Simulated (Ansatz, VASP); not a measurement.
As: VASP beside Ansatz

```
As
1.0
     1.94879   -1.12513    3.44286
     0.00000    2.25027    3.44286
    -1.94879   -1.12513    3.44286
As
2
Direct
  0.23200 0.23200 0.23200
  0.76800 0.76800 0.76800
```

Alike in both runs: task single point; functional PBE; k mesh 8 × 8 × 8; occupations fermi-dirac, width 0.0816 eV; no spin polarisation.

|  | VASP | Ansatz |
| --- | --- | --- |
| version | VASP 6.6.1 | Ansatz 0.2.0 |
| potentials or method | VASP PAW PBE potentials, release 64 (As) | PAW with Ansatz's default frozen-core files, scalar-relativistic |
| plane-wave cutoff (eV) | 500 | 420 |
| valence electrons in the cell | 10 | 30 |

```tsv
	VASP	Ansatz	Ansatz less VASP
pressure (GPa)	-3.0	-3.2	-0.14
traceless stress, the component that is largest in VASP (GPa)	0.82	0.86	+0.039
rms of the force components (eV/Å)	0.356	0.373	+0.0170
```

Atom by atom the forces differ by 0.017 eV/Å (rms over components). The functional is the same, so the differences come from potentials, cutoffs and numerics. VASP's potentials hold 10 valence electrons a cell and Ansatz's 30, so a difference there can come from the potentials and not from the codes.
